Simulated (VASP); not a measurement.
# Mg16O17 (a cell with a defect) (O interstitial hop between voids) in VASP: notebook, part 2 of 2

VASP 6.6.1. The steps go on from the part before.

### Step 3. Single point, PBE

Input file INCAR:

```
ALGO     = Normal         # electronic algorithm
EDIFF    = 1E-6           # SCF threshold, eV
ENCUT    = 520            # plane-wave cutoff, eV
GGA      = PE             # functional
GGA_COMPAT= False        
ISIF     = 2              # what is computed and relaxed
ISMEAR   = -1             # smearing method
LASPH    = True           # aspherical terms in the spheres
LCHARG   = False          # write CHGCAR
LREAL    = Auto         
LWAVE    = False          # write WAVECAR
NBANDS   = 89             # bands
NELM     = 120            # most SCF steps
PREC     = Accurate       # precision mode
SIGMA    = 0.01           # smearing width, eV
```

Input file KPOINTS:

```
k-points
0
Gamma
  1 1 1
```

Input file POSCAR:

```
Mg16O17
1.0
   -4.2543812300      4.2543812300      4.2543812300
    4.2543812300     -4.2543812300      4.2543812300
    4.2543812300      4.2543812300     -4.2543812300
Mg O
16 17
Direct
   -0.0003032627     -0.0001197971      0.0073039601
   -0.0010200958      0.2495128758      0.7569034099
   -0.0002862771      0.4998860971      0.5072780615
    0.0004658419      0.7502762130      0.2576428349
    0.2493139809     -0.0008495187      0.7569033346
    0.2347198073      0.2348818023      0.5087476454
    0.2346758805      0.4998781393      0.2407789299
    0.2493381717      0.7502959681      0.0072779229
    0.4997105554     -0.0000967306      0.5072752987
    0.4997172931      0.2348569513      0.2407813176
    0.4997150493      0.4998972186      0.0073205146
    0.4996636156      0.7648472588      0.7737350993
    0.7501033108      0.0006483480      0.2576366470
    0.7501257935      0.2495188694      0.0072858153
    0.7646784512      0.4998433781      0.7737470051
    0.7647087020      0.7648879729      0.5058473903
   -0.0002909379     -0.0001121029      0.5072789281
    0.0022028277      0.2511206006      0.2585033299
   -0.0003077479      0.4998761917      0.0072425017
   -0.0027570060      0.7486500592      0.7560367436
    0.2509531053      0.0023867559      0.2585084793
    0.2404426858      0.2406282116     -0.0083722368
    0.2404605967      0.4998920526      0.7636688474
    0.2509406988      0.7486505308      0.5072576561
    0.4996918528     -0.0001345674      0.0072453788
    0.4997055486      0.2406439211      0.7636608366
    0.4996430516      0.4998199844      0.4100548076
    0.4997072050      0.7591618889      0.2508859499
    0.7484916519     -0.0025360786      0.7560555670
    0.7484738583      0.2511400046      0.5072613039
    0.7589769034      0.4998787988      0.2508850532
    0.7589353692      0.7591199874      0.0229113354
    0.4997322673      0.4998957187      0.6044051603
```

Potentials or basis: VASP PAW PBE potentials, release 64 (Mg, O).

Launch:

```console
cat potpaw_PBE.64/Mg/POTCAR potpaw_PBE.64/O/POTCAR > POTCAR
mpirun -np 1 vasp_gam > vasp.out
```

OUTCAR:

```text
EDIFF = 1E-6
   ENCUT = 520
   GGA = PE
   ISIF = 2
   ISMEAR = -1
   LASPH = True
   LREAL = Auto
   NELM = 120
   PREC = Accurate

 ion  position               nearest neighbor table
   1  1.000  1.000  0.007-  32 2.12  22 2.12  18 2.13  21 2.13  29 2.13  20 2.13  14 3.00   8 3.00
                            13 3.01   4 3.01   5 3.01   2 3.01   7 3.01  10 3.01  12 3.01  15 3.01
   2  0.999  0.250  0.757-  22 2.06  23 2.06  17 2.13  19 2.13  29 2.13  30 2.13   7 2.91   6 2.91
                            16 2.92  15 2.92  14 3.00  13 3.00   9 3.00   3 3.01   1 3.01   5 3.01
   3  1.000  0.500  0.507-  31 2.12  23 2.12  30 2.13  20 2.13  24 2.13  18 2.13  13 3.00   5 3.00
[... 364 lines left out ...]
  external PRESSURE =      60.0095813 kB  Pullay stress =       0.0000000 kB

 VOLUME and BASIS-vectors are now :
 -----------------------------------------------------------------------------
  energy-cutoff  :      520.00
  volume of cell :      308.01
      direct lattice vectors                 reciprocal lattice vectors
    -4.254381230  4.254381230  4.254381230     0.000000000  0.117525904  0.117525904
     4.254381230 -4.254381230  4.254381230     0.117525904  0.000000000  0.117525904
     4.254381230  4.254381230 -4.254381230     0.117525904  0.117525904  0.000000000

 POSITION                                       TOTAL-FORCE (eV/Angst)
 -----------------------------------------------------------------------------------
      0.03185      0.03029      8.47589        -0.001187     -0.000675      0.001674
      0.03164      6.40867      2.09141         0.000699     -0.001567     -0.000283
      0.03170      4.28461      4.22172         0.001259      0.000117     -0.000477
      4.28609     -2.09387      2.09783         0.000756      0.001509     -0.002293
      6.41025      0.03007      2.09129        -0.001840      0.001420      0.000700
      2.16510      2.16372     -0.16654         0.010299      0.009461      0.016332
[... 25 lines left out ...]
      0.09826      0.09669      6.36091         0.001296      0.001621      0.004306
      2.57207      2.57067      1.68143         0.154311      0.153223     -0.154179
 -----------------------------------------------------------------------------------
    total drift:                               -0.025269     -0.019728      0.025345

  FREE ENERGIE OF THE ION-ELECTRON SYSTEM (eV)
  ---------------------------------------------------
  free  energy   TOTEN  =      -192.6293371958 eV

  energy  without entropy=     -192.6293371958  energy(sigma->0) =     -192.62933720
```

stdout:

```text
POSCAR found type information on POSCAR MgO
 POSCAR found :  2 types and      33 ions
 scaLAPACK will be used
 LDA part: xc-table for (Slater+PW92), standard interpolation
 POSCAR, INCAR and KPOINTS ok, starting setup
 FFT: planning ... GRIDC
 FFT: planning ... GRID_SOFT
 FFT: planning ... GRID
 WAVECAR not read
 entering main loop
```

It took 51 s on 1 thread of Intel Xeon 6975P-C (Granite Rapids), shared host; peak memory 0.38 GiB.

Results:

```
Free energy            : -192.6293 eV
Pressure               : 6.0 GPa
Largest force          : 0.267 eV/Å
Band gap on the k mesh : 4.45 eV
```

Forces on the atoms (eV/Å):
```
Mg  -0.001 -0.001  0.002
Mg   0.001 -0.002  0.000
Mg   0.001  0.000  0.000
Mg   0.001  0.002 -0.002
Mg  -0.002  0.001  0.001
Mg   0.010  0.009  0.016
Mg  -0.008  0.015  0.009
Mg  -0.001  0.001 -0.002
Mg   0.000  0.002 -0.001
Mg   0.017 -0.009  0.009
Mg   0.000  0.000  0.000
Mg  -0.015  0.008 -0.007
Mg   0.002  0.001 -0.003
Mg   0.000 -0.002 -0.002
Mg   0.009 -0.016 -0.007
Mg  -0.009 -0.010 -0.016
O   -0.002 -0.002  0.001
O    0.002  0.001  0.001
O    0.000  0.000  0.001
O    0.002 -0.002 -0.002
O    0.000  0.002  0.000
O   -0.003 -0.004 -0.002
O    0.001 -0.004 -0.001
O   -0.002  0.001  0.000
O   -0.001 -0.001  0.002
O   -0.003  0.002 -0.002
O   -0.149 -0.147  0.155
O    0.002 -0.002  0.003
O   -0.004  0.003 -0.004
O   -0.001 -0.001 -0.001
O   -0.003  0.002  0.003
O    0.001  0.002  0.004
O    0.154  0.153 -0.154
```

Caveat: the k points lie up to 1.04 Å⁻¹ apart.

### Step 4. Single point, PBE

Input file INCAR:

```
SYSTEM = Mg16O17
  PREC = Accurate
  ENCUT = 520
  EDIFF = 1E-6
  ISMEAR = -1
  SIGMA = 0.01
  LREAL = Auto
  LASPH = .TRUE.
  NELM = 120
  ALGO = Normal
  ISIF = 2
  LWAVE = .FALSE.
  LCHARG = .TRUE.
  GGA = PE
  LELF = .TRUE.
  LVHAR = .TRUE.
  NBANDS = 89
  GGA_COMPAT = .FALSE.
```

Input file KPOINTS:

```
Automatic mesh
0
G
  1 1 1
  0 0 0
```

Input file POSCAR:

```
Mg16O17
1.0
   -4.2543812300      4.2543812300      4.2543812300
    4.2543812300     -4.2543812300      4.2543812300
    4.2543812300      4.2543812300     -4.2543812300
Mg O
16 17
Direct
   -0.0094504930      0.0146378513      0.0151321653
   -0.0080257265      0.2496813150      0.7502075690
   -0.0064603989      0.4847600364      0.4852261442
   -0.0079496872      0.7496740014      0.2501776269
    0.2584621454      0.0146038864      0.7502110947
    0.2417525474      0.2489085822      0.4999388595
    0.2416480669      0.4992660237      0.2493328507
    0.2585008114      0.7497159581      0.0151868148
    0.4920004548     -0.0000282062      0.4996859438
    0.4920618033      0.2496749686      0.2502124146
    0.4920500507      0.4992375824      0.0005468480
    0.4920475827      0.7496443848      0.7502005174
    0.7425701481      0.0001641837      0.2510734093
    0.7424583810      0.2504540478      0.0006543842
    0.7256408942      0.4849598305      0.7502035731
    0.7256054014      0.7496851663      0.4852069874
   -0.0079460439     -0.0016239729      0.5014941973
   -0.0080163244      0.2496494655      0.2501262681
   -0.0078999737      0.5010323205     -0.0011214322
    0.0892861922      0.7496101848      0.7502157958
    0.2407585133     -0.0016531194      0.2475729003
    0.2407429999      0.2470701245     -0.0010906404
    0.2484266084      0.4904115046      0.7502089793
    0.2484025156      0.7496563725      0.4908340102
    0.5077578579      0.0090377420      0.0095467467
    0.4919612011      0.2498134141      0.7501927607
    0.4763224992      0.4904048056      0.4909918475
    0.4920743786      0.7497136076      0.2502531960
    0.7355275258      0.0089439563      0.7501860617
    0.7434306728      0.2523591427      0.5015193479
    0.7433438211      0.5009864854      0.2527990422
    0.7355748888      0.7496693003      0.0094385053
    0.8950079446      0.7497858860      0.7501819483
```

Launch:

```console
cat potpaw_PBE.64/Mg/POTCAR potpaw_PBE.64/O/POTCAR > POTCAR
mpirun -np 1 vasp_gam > vasp.out
```

It took 50 s on 1 thread of Intel Xeon 6975P-C (Granite Rapids), shared host; peak memory 0.39 GiB.

It converged, with:

- Free energy: -192.6293 eV
- Pressure: 6.0 GPa
- Largest force: 0.260 eV/Å
- Band gap on the k mesh: 4.45 eV

Forces on the atoms (eV/Å):
```
Mg  -0.004 -0.006 -0.008
Mg   0.000 -0.001  0.005
Mg   0.001  0.011  0.008
Mg   0.000  0.000  0.000
Mg  -0.009  0.009 -0.002
Mg   0.000 -0.009  0.000
Mg   0.004  0.004 -0.003
Mg  -0.011 -0.001  0.009
Mg   0.011  0.003  0.002
Mg   0.001  0.000  0.000
Mg   0.004 -0.003  0.000
Mg   0.004 -0.005 -0.001
Mg  -0.002 -0.007 -0.003
Mg  -0.001 -0.009  0.003
Mg   0.001 -0.002 -0.009
Mg   0.008  0.008 -0.010
O    0.002 -0.004  0.001
O    0.001  0.006  0.002
O    0.003  0.002 -0.008
O   -0.141  0.138  0.150
O    0.006  0.002  0.000
O    0.004 -0.002  0.003
O   -0.003  0.003 -0.003
O   -0.001  0.000  0.002
O    0.000  0.003  0.000
O   -0.009  0.010 -0.001
O   -0.007  0.000  0.007
O   -0.003 -0.002  0.001
O   -0.004  0.004  0.006
O   -0.003 -0.003 -0.007
O   -0.003 -0.004  0.000
O    0.000  0.007  0.004
O    0.152 -0.153 -0.145
```

Stress tensor (GPa, compression positive):
```
 6.01 -1.71 -1.71
-1.71  6.01  1.71
-1.71  1.71  6.00
```

Levels at points of the mesh, in eV from the valence-band top:
```csv
k point,band 64,band 65,band 66,band 67,band 68,band 69,band 70,band 71
"(0.00, 0.00, 0.00)",-0.26,-0.26,0.00,0.00,4.45,5.54,8.66,8.77
```

Caveat: the k points lie up to 1.04 Å⁻¹ apart.
